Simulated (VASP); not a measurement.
Wanted: the native input for a VASP 6.6.1 run.

* Task: single point
* Functional: r2SCAN
* Potentials or basis: VASP PAW PBE potentials, release 64 (Os)
* Cutoff: 520 eV
* k mesh: 15 × 15 × 4
* Occupations: fermi-dirac, width 0.1 eV
* Spin: no spin polarisation
* Dipole correction: no
* Further INCAR settings: ALGO = Normal; EDIFF = 1e-06; NBANDS = 24

The system is Os.

```
Os
1.0
     2.68903    0.00000    0.00000
    -1.34452    2.32877    0.00000
     0.00000    0.00000    8.62961
Os
4
Direct
  0.00000 0.00000 0.00000
  0.00000 0.00000 0.50000
  0.33333 0.66667 0.25000
  0.66667 0.33333 0.75000
```

One way to write it, as run:

POSCAR

```
Os
1.0
    2.6890335268      0.0000000000      0.0000000000
   -1.3445167634      2.3287713458      0.0000000000
    0.0000000000      0.0000000000      8.6296131509
Os
4
Direct
    1.0000000000      0.0000000000      0.0000000000
    1.0000000000      0.0000000000      0.5000000000
    0.3333333333      0.6666666667      0.2500000000
    0.6666666667      0.3333333333      0.7500000000
```

INCAR.step1

```
ALGO = Normal
EDIFF = 1E-4
ENCUT = 520
GGA = PE
ISMEAR = -1
LASPH = T
LCHARG = F
LREAL = F
LWAVE = T
NBANDS = 24
NELM = 80
PREC = Accurate
SIGMA = 0.1
```

INCAR.step2

```
ALGO = Normal
EDIFF = 1E-6
ENCUT = 520
ISIF = 2
ISMEAR = -1
ISTART = 1
LASPH = T
LCHARG = F
LMIXTAU = T
LREAL = F
LWAVE = F
METAGGA = R2SCAN
NBANDS = 24
NELM = 80
PREC = Accurate
SIGMA = 0.1
```

KPOINTS

```
k-points
0
Gamma
  15 15 4
```

Potentials or basis: VASP PAW PBE potentials, release 64 (Os).

Command:

```bash
$ cat potpaw_PBE.64/Os/POTCAR > POTCAR
$ cp INCAR.step1 INCAR
$ mpirun -np 1 vasp_std > vasp.out
$ cp INCAR.step2 INCAR
$ mpirun -np 1 vasp_std > vasp.out
```

Results of the run:

```
Pressure               : 20.4 GPa
Band gap on the k mesh : zero (bands 16 and 17 overlap by 3.93 eV)
```

Caveat: the cell stands under pressure; the PAW data sets were made with another functional, which shifts forces and pressure a little; spin-orbit coupling is left out, which moves the levels of the heavy elements.

Run time: 2.2 min on 1 thread of Intel(R) Xeon(R) 6975P-C (Granite Rapids), on a shared host, peak memory 0.22 GiB.
